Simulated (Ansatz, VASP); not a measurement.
**Two plane-wave programs on AgI**

INCAR

```
  PREC = Accurate
  ENCUT = 500
  EDIFF = 1E-6
  ISMEAR = 0
  SIGMA = 0.01
  LREAL = False
  LASPH = True
  NELM = 120
  ALGO = Normal
  ISIF = 2
  LWAVE = False
  LCHARG = False
  GGA = PE
  NBANDS = 16
  GGA_COMPAT = False
```

KPOINTS

```
regular mesh
0
Gamma
  6 6 6
```

The input POSCAR:

```
AgI
1.0
    0.0000000000      3.2885749494      3.2885749494
    3.2885749494      0.0000000000      3.2885749494
    3.2885749494      3.2885749494      0.0000000000
Ag I
1 1
Direct
    0.0000000000      0.0000000000      0.0000000000
    0.2500000000      0.2500000000      0.2500000000
```

Input for Ansatz:

```yaml
crystal:
  lattice:
    - [0.0, 3.2885749494, 3.2885749494]
    - [3.2885749494, 0.0, 3.2885749494]
    - [3.2885749494, 3.2885749494, 0.0]
  atoms:
    - { symbol: Ag, position: [0.0, 0.0, 0.0] }
    - { symbol: I, position: [0.25, 0.25, 0.25] }
kpoints:
  mp_grid: { grid: [6, 6, 6] }
hamiltonian:
  xc: pbe
scf:
  occupations: { method: fixed }
output:
  optics:
    e_range: [0, 13]
    de: 0.05
    sigma: 0.1
    bands: { spectra_wanted_up_to: 13 }
    scissors: 1.165
  write_density: true
  write_potential: true
  elf: true
  volumetric_format: npy
```

Alike in both runs: task single point; functional PBE; k mesh 6 × 6 × 6; no spin polarisation.

|  | VASP | Ansatz |
| --- | --- | --- |
| version | VASP 6.6.1 | Ansatz 0.2.0 |
| potentials or method | VASP PAW PBE potentials, release 64 (Ag, I) | plane waves, PAW |
| plane-wave cutoff (eV) | 500 | 420 |
| occupations | gaussian, width 0.01 eV | fixed |
| valence electrons in the cell | 18 | 36 |

|  | VASP | Ansatz | Ansatz less VASP |
| --- | --- | --- | --- |
| gap on the k mesh at the Fermi level (eV) | 1.34 | 1.34 | -0.003 |

VASP's potentials hold 18 valence electrons a cell and Ansatz's 36, so a difference there can come from the potentials and not from the codes.

Spin-orbit coupling is off throughout.
